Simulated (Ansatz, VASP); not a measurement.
# One calculation of BaTiO3, two programs

```
Ba Ti O
1.0
    -3.97301    0.00000   -3.97301
     0.00000   -3.97301    0.00000
    -3.97301    0.00000    3.97301
Ba Ti O
2 2 6
Direct
  0.00000 0.50000 0.50000
  0.50000 0.50000 0.00000
  0.00000 0.00000 0.00000
  0.50000 0.00000 0.50000
  0.75000 0.00000 0.75000
  0.25000 0.00000 0.25000
  0.00000 0.50000 0.00000
  0.50000 0.50000 0.50000
  0.75000 0.00000 0.25000
  0.25000 0.00000 0.75000
```

Alike in both runs: task single point; functional r2SCAN; k mesh 5 × 7 × 5; occupations fermi-dirac, width 0.0397 eV; no spin polarisation; Hubbard terms Ti d U = 3.46 eV.

|  | VASP | Ansatz |
| --- | --- | --- |
| version | VASP 6.6.1 | Ansatz 0.2.0 |
| potentials or method | VASP PAW PBE potentials, release 64 (Ba_sv, Ti_sv, O), cutoff 520 eV | PAW plane waves |
| valence electrons in the cell | 80 | 80 |

Ansatz gave:

| Quantity | Value |
| --- | --- |
| gap on the k mesh at the Fermi level (eV) | 2.66 |
| pressure (GPa) | 4.2 |

Question: Which values does VASP return?

Answer: gap on the k mesh at the Fermi level (eV): 2.65; pressure (GPa): 8.1.

VASP's potentials were made for PBE, not for r2SCAN. The programs project onto different local orbitals, so the same U acts differently, and such runs can settle in different states.

Neither program's run includes spin-orbit coupling.
